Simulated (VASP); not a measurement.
# SiC (SiC (F-43m)): vibrations by perturbation theory with PBE

The system is SiC (SiC (F-43m)).

```
Si C
1.0
     0.00000    2.18985    2.18985
     2.18985    0.00000    2.18985
     2.18985    2.18985    0.00000
Si C
1 1
Cartesian
  3.2848 3.2848 3.2848
  0.0000 0.0000 0.0000
```

```
Program                : VASP 6.6.1
Task                   : vibrations by perturbation theory
Functional             : PBE
Potentials or basis    : VASP PAW PBE potentials, release 64 (Si, C)
Cutoff                 : 600 eV
k mesh                 : 9 × 9 × 9
Occupations            : gaussian, width 0.01 eV
Spin                   : no spin polarisation
Dipole correction      : no
Further INCAR settings : ALGO = Normal; EDIFF = 1e-08; NBANDS = 11; IBRION = 8; NSW = 1
```

```json
{
 "Electronic dielectric tensor (diagonal)": "7.08",
 "Born charges (mean of the diagonal)": "Si +2.69; C -2.69 e",
 "Highest phonon frequency at Γ, LO-TO splitting left out": "775 cm⁻¹"
}
```

Phonon frequencies in cm⁻¹ (negative: imaginary):
| q point | frequencies |
| --- | --- |
| (0.000, 0.000, 0.000) | 0 0 0 775 775 775 |

Electronic dielectric tensor:
```
7.08 0.00 0.00
0.00 7.08 0.00
0.00 0.00 7.08
```

Born effective charge tensors (e):
atom 1, Si
```
2.69 0.00 0.00
0.00 2.69 0.00
0.00 0.00 2.69
```
atom 2, C
```
-2.69  0.00  0.00
 0.00 -2.69  0.00
 0.00  0.00 -2.69
```

It took 2.2 min on 1 thread of Intel(R) Xeon(R) 6975P-C (Granite Rapids) (shared host), peak memory 0.23 GiB.
